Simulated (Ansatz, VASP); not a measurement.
One calculation of Fe, two programs

```
Fe
1.0
     2.29824    0.00000    0.00000
     0.00000    2.29824    0.00000
     0.00000    0.00000    2.29824
Fe
1
Direct
  0.00000 0.00000 0.00000
```

Alike in both runs: task single point; functional LDA; k mesh 16 × 16 × 16; occupations fermi-dirac, width 0.1 eV; no spin polarisation.

|  | VASP | Ansatz |
| --- | --- | --- |
| version | VASP 6.6.1 | Ansatz 0.2.0 |
| potentials or method | VASP PAW LDA potentials, release 64 (Fe), cutoff 520 eV | plane waves (420 eV) with PAW, scalar-relativistic |
| valence electrons in the cell | 8 | 16 |

VASP gave:

```
pressure (GPa) : -22.6
```

Problem. Estimate Ansatz's values.

Solution. Pressure (GPa): -22.2.

Ansatz warns that its potentials were made for another functional, while VASP's fit it. LDA's correlation is that of Perdew and Zunger in VASP and of Perdew and Wang (1992) in Ansatz. VASP's potentials hold 8 valence electrons a cell and Ansatz's 16, so a difference there can come from the potentials and not from the codes.
